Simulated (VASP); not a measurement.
Here is a VASP 6.6.1 calculation.

The input INCAR:

```
SYSTEM = TiIn2
ALGO = Normal
EDIFF = 1E-6
ENCUT = 520
GGA = PE
ISIF = 2
ISMEAR = 0
LASPH = .True.
LCHARG = .True.
LELF = .True.
LREAL = .False.
LVHAR = .True.
LWAVE = .False.
NBANDS = 26
NELM = 80
PREC = Accurate
SIGMA = 0.1
```

The input KPOINTS:

```
k-points
0
Gamma
  6 6 4
  0 0 0
```

File POSCAR:

```
TiIn2
1.0
    4.1465171900      0.0000000000      0.0000000000
   -2.0732585900      3.5909892200      0.0000000000
    0.0000000000      0.0000000000      4.5865472000
Ti In
1 2
Direct
    0.0000000000      0.0000000000      0.0000000000
    0.3333333300      0.6666666700      0.5000000000
    0.6666666700      0.3333333300      0.5000000000
```

Potentials or basis: VASP PAW PBE potentials, release 64 (Ti_sv, In_d).

Run with:

```console
$ cat potpaw_PBE.64/Ti_sv/POTCAR potpaw_PBE.64/In_d/POTCAR > POTCAR
$ mpirun -np 1 vasp_std > vasp.out
```

Problem. What does it give for the pressure?

Solution. 14.7 GPa.

Problem. Predict the band gap on the k mesh.

Solution. Zero (band 19 reaches 8.37 eV, above the bottom of band 20 at 8.21 eV).

Stress tensor (GPa, compression positive):
```
 30.05   0.00   0.00
  0.00  30.05   0.00
  0.00   0.00 -15.86
```

Caveat: spin-orbit coupling is left out, which moves the levels of the heavy elements.
